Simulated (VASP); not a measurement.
# Cd (P6_3/mmc) in VASP: a series of runs

The runs below take Cd through single point, with PBEsol+D3(BJ).

All numbers are computed with VASP 6.6.1; they aren't measurements. Logs are shortened: lines on timing, memory, paths and dates and some standing lists are left out, and cuts for length are marked.

## Step 1: The cell of the first run

The structure is hexagonal, space group P6_3/mmc (No. 194). The conventional cell has a = 2.916 Å, b = 2.916 Å, c = 5.446 Å, α = 90.00°, β = 90.00°, γ = 120.00°. Cd (site symmetry -6m2) has 12 Cd at 2.92 to 3.20 Å within 3.8 Å.

## Step 2: Single point, PBEsol+D3(BJ)

The input, INCAR:

```
  PREC = Accurate
  ENCUT = 520
  EDIFF = 1E-6
  ISMEAR = -1
  SIGMA = 0.1
  LREAL = F
  LASPH = T
  NELM = 60
  ALGO = Normal
  ISIF = 2
  LWAVE = F
  LCHARG = F
  GGA = PS
  IVDW = 12
  NBANDS = 19
```

The input, KPOINTS:

```
Automatic mesh
0
Gamma
  7 7 3
```

The input, POSCAR:

```
Cd
1.0
    2.9161666661      0.0000000000      0.0000000000
   -1.4580833330      2.5254744145      0.0000000000
    0.0000000000      0.0000000000      5.4457151100
Cd
2
Direct
    0.3333333333      0.6666666667      0.2500000000
    0.6666666667      0.3333333333      0.7500000000
```

Potentials or basis: VASP PAW PBE potentials, release 64 (Cd).

Command:

```bash
> cat potpaw_PBE.64/Cd/POTCAR > POTCAR
> mpirun -np 1 vasp_std > vasp.out
```

OUTCAR:

```text
PREC = Accurate
   ENCUT = 520
   EDIFF = 1E-6
   ISMEAR = -1
   LREAL = F
   LASPH = T
   NELM = 60
   ISIF = 2
   GGA = PS
   IVDW = 12
 IVDW          = 12

 ion  position               nearest neighbor table
   1  0.333  0.667  0.250-   2 3.20   2 3.20   2 3.20   2 3.20   2 3.20   2 3.20
   2  0.667  0.333  0.750-   1 3.20   1 3.20   1 3.20   1 3.20   1 3.20   1 3.20

  LATTYP: Found a hexagonal cell.
 ALAT       =     2.9161666661
 C/A-ratio  =     1.8674224534

  Lattice vectors:

 A1 = (   2.9161666661,   0.0000000000,   0.0000000000)
 A2 = (  -1.4580833330,   2.5254744145,   0.0000000000)
 A3 = (   0.0000000000,   0.0000000000,   5.4457151100)

Analysis of symmetry for initial positions (statically):
=====================================================================
 Subroutine PRICEL returns:
 Original cell was already a primitive cell.

 Routine SETGRP: Setting up the symmetry group for a
 hexagonal supercell.

 Subroutine GETGRP returns: Found 24 space group operations
 (whereof 12 operations were pure point group operations)
 out of a pool of 24 trial point group operations.

The static configuration has the point symmetry D_3d.
 The point group associated with its full space group is D_6h.

Analysis of symmetry for dynamics (positions and initial velocities):
=====================================================================
 Subroutine PRICEL returns:
 Original cell was already a primitive cell.

 Routine SETGRP: Setting up the symmetry group for a
 hexagonal supercell.

 Subroutine GETGRP returns: Found 24 space group operations
 (whereof 12 operations were pure point group operations)
 out of a pool of 24 trial point group operations.

The dynamic configuration has the point symmetry D_3d.
 The point group associated with its full space group is D_6h.

 Subroutine INISYM returns: Found 24 space group operations
 (whereof 12 operations are pure point group operations),
 and found     1 'primitive' translations

----------------------------------------------------------------------------------------

                                     Primitive cell

  volume of cell :      40.1061

  direct lattice vectors                    reciprocal lattice vectors
     2.916166666  0.000000000  0.000000000     0.342915929  0.197982604  0.000000000
    -1.458083333  2.525474415  0.000000000     0.000000000  0.395965207  0.000000000
     0.000000000  0.000000000  5.445715110     0.000000000  0.000000000  0.183630612

  length of vectors
     2.916166666  2.916166666  5.445715110     0.395965207  0.395965207  0.183630612

  position of ions in fractional coordinates (direct lattice)
     0.333333333  0.666666667  0.250000000
     0.666666667  0.333333333  0.750000000

  ion indices of the primitive-cell ions
   primitive index   ion index
                 1           1
                 2           2

----------------------------------------------------------------------------------------

 KPOINTS: Automatic mesh

Automatic generation of k-mesh.
 Grid dimensions read from file:
 generate k-points for:    7    7    3

 Generating k-lattice:

  Cartesian coordinates                     Fractional coordinates (reciprocal lattice)
     0.048987990  0.028283229  0.000000000     0.142857143  0.000000000  0.000000000
     0.000000000  0.056566458  0.000000000     0.000000000  0.142857143  0.000000000
     0.000000000  0.000000000  0.061210204     0.000000000  0.000000000  0.333333333

  Length of vectors
     0.056566458  0.056566458  0.061210204

  Shift w.r.t. Gamma in fractional coordinates (k-lattice)
     0.000000000  0.000000000  0.000000000

 Subroutine IBZKPT returns following result:
 ===========================================

 Found     16 irreducible k-points:

 Following reciprocal coordinates:
            Coordinates               Weight
  0.000000  0.000000  0.000000      1.000000
  0.142857  0.000000  0.000000      6.000000
  0.285714  0.000000  0.000000      6.000000
  0.428571  0.000000  0.000000      6.000000
  0.142857  0.142857  0.000000      6.000000
  0.285714  0.142857  0.000000     12.000000
[... 8 lines left out ...]
  0.428571  0.142857  0.333333     12.000000
  0.285714  0.285714  0.333333     12.000000
   k-points           NKPTS =     16   k-points in BZ     NKDIM =     16   number of bands    NBANDS=     19
   number of dos      NEDOS =    301   number of ions     NIONS =      2
   total plane-waves  NPLWV =  24192
   dimension x,y,z NGX =    24 NGY =   24 NGZ =   42
   dimension x,y,z NGXF=    48 NGYF=   48 NGZF=   84
   ions per type =               2
   NGX,Y,Z   is equivalent  to a cutoff of  13.68, 13.68, 12.82 a.u.
   NGXF,Y,Z  is equivalent  to a cutoff of  27.36, 27.36, 25.64 a.u.
 SYSTEM =  unknown system
   PREC   = accura    normal or accurate (medium, high low for compatibility)
   ISTART =      0    job   : 0-new  1-cont  2-samecut
   ICHARG =      2    charge: 1-file 2-atom 10-const
   ISPIN  =      1    spin polarized calculation?
   LNONCOLLINEAR =      F non collinear calculations
   LSORBIT =      F    spin-orbit coupling
   LASPH  =      T    aspherical Exc in radial PAW
   ENCUT  =  520.0 eV  38.22 Ry    6.18 a.u.   5.42  5.42 10.13*2*pi/ulx,y,z
   NELM   =     60;   NELMIN=  2; NELMDL= -5     # of ELM steps
   EDIFF  = 0.1E-05   stopping-criterion for ELM
   LREAL  =      F    real-space projection
   EDIFFG = 0.1E-04   stopping-criterion for IOM
   NSW    =      0    number of steps for IOM
   IBRION =     -1    ionic relax: 0-MD 1-quasi-New 2-CG
   NFREE  =      0    steps in history (QN), initial steepest desc. (CG)
   ISIF   =      2    stress and relaxation
   ISYM   =      2    0-nonsym 1-usesym 2-fastsym
   POTIM  = 0.5000    time-step for ionic-motion
   TEBEG  =    0.0;   TEEND  =   0.0 temperature during run
   PSTRESS=    0.0 pullay stress
   NELECT =      24.0000    total number of electrons
   NUPDOWN=      -1.0000    fix difference up-down
   EMIN   =  10.00;   EMAX   =-10.00  energy-range for DOS
   EFERMI =   0.00;   METHOD = LEGACY
   ISMEAR =    -1;   SIGMA  =   0.10  broadening in eV -4-tet -1-fermi 0-gaus
   EFERMI_NEDOS =   21; number of points for ismear=-14 and -15
   IALGO  =     38    algorithm
   IMIX   =      4    mixing-type and parameters
     AMIX     =   0.40;   BMIX     =  1.00
     AMIX_MAG =   1.60;   BMIX_MAG =  1.00
  volume/ion in A,a.u.               =      20.05       135.32
  Fermi-wavevector in a.u.,A,eV,Ry     =   1.379564  2.606998 25.894563  1.903197
  Thomas-Fermi vector in A             =   2.504522
   LORBIT       =      0    0 simple, 1 ext, 2 COOP (PROOUT), +10 PAW based schemes
   GGA     = PS    functional components
   LHFCALC =     F    Hartree Fock is set to
   AEXX    =    0.0000 exact exchange contribution
   IVDW    =    12    specifies the selected vdW correction
   LEPSILON=     F    determine dielectric tensor
   LRPA    =     F    only Hartree local field effects (RPA)
 non-spin polarized calculation
  energy-cutoff  :      520.00
  volume of cell :       40.11
 maximum number of plane-waves:      1106
 NGX is ok and might be reduce to    24
   NGX = 11   NGY = 11   NGZ = 21

 number of electron      24.0000011 magnetization

 Free energy of the ion-electron system (eV)
  ---------------------------------------------------
  ext. energy  EPLUGINS =         0.00000000
  ---------------------------------------------------
  free energy    TOTEN  =        -2.43892868 eV

  energy without entropy =       -2.41829431  energy(sigma->0) =       -2.42861149

 E-fermi :   3.3507     XC(G=0): -11.6103

 val. band max:        3.2627075633   @ k =   0.2857   0.1429   0.0000
 cond. band min:       3.4690668756   @ k =   0.2857   0.2857   0.3333
 fundamental gap:      0.2063593123
 Fermi energy:         3.3507383945

 k-point     1 :       0.0000    0.0000    0.0000
  band No.  band energies     occupation
      1      -6.8261      2.00000
      2      -6.5246      2.00000
      3      -6.0523      2.00000
      4      -6.0523      2.00000
      5      -6.0398      2.00000
      6      -5.9877      2.00000
[... 11 lines left out ...]
     18      19.2236      0.00000
     19      19.4217      0.00000

 k-point     2 :       0.1429    0.0000    0.0000
  band No.  band energies     occupation
      1      -6.6284      2.00000
      2      -6.3181      2.00000
      3      -6.1549      2.00000
      4      -6.0214      2.00000
      5      -5.8445      2.00000
      6      -5.7881      2.00000
[... 11 lines left out ...]
     18      18.5696      0.00000
     19      18.6247      0.00000

 k-point     3 :       0.2857    0.0000    0.0000
  band No.  band energies     occupation
      1      -6.7102      2.00000
      2      -6.4653      2.00000
      3      -6.1666      2.00000
      4      -5.9611      2.00000
      5      -5.7400      2.00000
      6      -5.6677      2.00000
[... 11 lines left out ...]
     18      16.9707      0.00000
     19      17.5395      0.00000

 k-point     4 :       0.4286    0.0000    0.0000
  band No.  band energies     occupation
      1      -6.9308      2.00000
      2      -6.6967      2.00000
      3      -6.5196      2.00000
      4      -5.9469      2.00000
      5      -5.7713      2.00000
      6      -5.7081      2.00000
[... 11 lines left out ...]
     18      16.6610      0.00000
     19      17.0954      0.00000

 k-point     5 :       0.1429    0.1429    0.0000
  band No.  band energies     occupation
      1      -6.3935      2.00000
      2      -6.3427      2.00000
      3      -6.1036      2.00000
      4      -5.9925      2.00000
      5      -5.9659      2.00000
      6      -5.8063      2.00000
[... 11 lines left out ...]
     18      16.4011      0.00000
     19      16.4676      0.00000
[... 158 lines left out ...]
      2      -6.2823      2.00000
      3      -6.2011      2.00000
      4      -6.1565      2.00000
      5      -5.9054      2.00000
      6      -5.9053      2.00000
[... 11 lines left out ...]
     18      13.7413      0.00000
     19      20.0122      0.00000

 k-point    14 :       0.2857    0.1429    0.3333
  band No.  band energies     occupation
      1      -6.5590      2.00000
      2      -6.4788      2.00000
      3      -6.3347      2.00000
      4      -6.2349      2.00000
      5      -5.7839      2.00000
      6      -5.6024      2.00000
[... 11 lines left out ...]
     18      13.0348      0.00000
     19      16.5256      0.00000

 k-point    15 :       0.4286    0.1429    0.3333
  band No.  band energies     occupation
      1      -6.6565      2.00000
      2      -6.6128      2.00000
      3      -6.4304      2.00000
      4      -6.3000      2.00000
      5      -5.8164      2.00000
      6      -5.4622      2.00000
[... 11 lines left out ...]
     18      11.8343      0.00000
     19      17.1202      0.00000

 k-point    16 :       0.2857    0.2857    0.3333
  band No.  band energies     occupation
      1      -6.3832      2.00000
      2      -6.2715      2.00000
      3      -6.1749      2.00000
      4      -6.0657      2.00000
      5      -6.0252      2.00000
      6      -5.6970      2.00000
[... 11 lines left out ...]
     18      13.4940      0.00000
     19      14.7733      0.00000

------------------------ aborting loop because EDIFF is reached ----------------------------------------

 Edisp (eV)   -0.89554

 E8    (eV) :    -0.5996

  FORCE on cell =-STRESS in cart. coord.  units (eV):
  Direction    XX          YY          ZZ          XY          YZ          ZX
  --------------------------------------------------------------------------------------
  -------------------------------------------------------------------------------------
  Total      -0.00513    -0.00513    -0.09141    -0.00000     0.00000    -0.00000
  in kB      -0.20504    -0.20504    -3.65170    -0.00000     0.00000    -0.00000
  external pressure =       -1.35 kB  Pullay stress =        0.00 kB

 VOLUME and BASIS-vectors are now :
 -----------------------------------------------------------------------------
  energy-cutoff  :      520.00
  volume of cell :       40.11
      direct lattice vectors                 reciprocal lattice vectors
     2.916166666  0.000000000  0.000000000     0.342915929  0.197982604  0.000000000
    -1.458083333  2.525474415  0.000000000     0.000000000  0.395965207  0.000000000
     0.000000000  0.000000000  5.445715110     0.000000000  0.000000000  0.183630612

 POSITION                                       TOTAL-FORCE (eV/Angst)
 -----------------------------------------------------------------------------------
     -0.00000      1.68365      1.36143        -0.000000      0.000000      0.000000
      1.45808      0.84182      4.08429         0.000000     -0.000000      0.000000
 -----------------------------------------------------------------------------------
    total drift:                               -0.000000      0.000000     -0.000000

  FREE ENERGIE OF THE ION-ELECTRON SYSTEM (eV)
  ---------------------------------------------------
  free  energy   TOTEN  =        -3.3344641358 eV

  energy  without entropy=       -3.3138297645  energy(sigma->0) =       -3.32414695
```

Wall time 27 s (1 thread of AMD EPYC 7R13, shared host); peak memory 0.14 GiB.

Results:

- Free energy: -3.3345 eV
- Pressure: -0.1 GPa
- Band gap on the k mesh: zero (band 12 reaches 4.65 eV, above the bottom of band 13 at 0.47 eV)
- Dispersion energy per atom: -0.448 eV

Caveat: the k points lie up to 0.38 Å⁻¹ apart; three body term missing; the PAW data sets were made with another functional, which shifts forces and pressure a little; pairwise dispersion overbinds metals, which lowers pressure and volume.

[end of part 1 of 2]
